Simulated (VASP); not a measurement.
Write the native input for VASP 6.6.1 that does the following.

| Property | Result |
| --- | --- |
| Task | single point |
| Functional | r2SCAN |
| Potentials or basis | VASP PAW PBE potentials, release 64 (Mg, O) |
| Cutoff | 520 eV |
| k mesh | 8 × 8 × 8 |
| Occupations | fermi-dirac, width 0.02 eV |
| Spin | no spin polarisation |
| Dipole correction | no |
| Further INCAR settings | ALGO = Normal; EDIFF = 1e-06; NBANDS = 11 |

Crystal: MgO.

```xyz
2
Lattice="2.6233 0.0000 0.0000 0.0000 2.6233 0.0000 0.0000 0.0000 2.6233" Properties=species:S:1:pos:R:3 pbc="T T T"
Mg    0.0000    0.0000    0.0000
O     1.3117    1.3117    1.3117
```

One way to write it, as run:

POSCAR

```
MgO
1.0
    2.6233490555      0.0000000000      0.0000000000
    0.0000000000      2.6233490555      0.0000000000
    0.0000000000      0.0000000000      2.6233490555
Mg O
1 1
Direct
    0.0000000000      0.0000000000      0.0000000000
    0.5000000000      0.5000000000      0.5000000000
```

INCAR.step1

```
SYSTEM = MgO
ALGO = Normal
EDIFF = 1E-4
ENCUT = 520
GGA = PE
ISMEAR = -1
LASPH = .True.
LCHARG = .False.
LREAL = .False.
LWAVE = .True.
NBANDS = 11
NELM = 60
PREC = Accurate
SIGMA = 0.02
```

INCAR.step2

```
SYSTEM = MgO
ALGO = Normal
EDIFF = 1E-6
ENCUT = 520
ISIF = 2
ISMEAR = -1
ISTART = 1
LASPH = .True.
LCHARG = .False.
LMIXTAU = .True.
LREAL = .False.
LWAVE = .False.
METAGGA = R2SCAN
NBANDS = 11
NELM = 60
PREC = Accurate
SIGMA = 0.02
```

KPOINTS

```
k-points
0
Gamma
  8 8 8
  0 0 0
```

Potentials or basis: VASP PAW PBE potentials, release 64 (Mg, O).

The run is started by

```sh
$ cat potpaw_PBE.64/Mg/POTCAR potpaw_PBE.64/O/POTCAR > POTCAR
$ cp INCAR.step1 INCAR
$ mpirun -np 1 vasp_std > vasp.out
$ cp INCAR.step2 INCAR
$ mpirun -np 1 vasp_std > vasp.out
```

It gave:

The pressure is -1.2 GPa and the band gap on the k mesh is 3.45 eV, indirect (least direct gap 4.51 eV).

Caveat: the PAW data sets were made with another functional, which shifts forces and pressure a little.

Run time: 47 s on 1 thread of Intel Xeon 8259CL, on a shared host, peak memory 0.13 GiB.
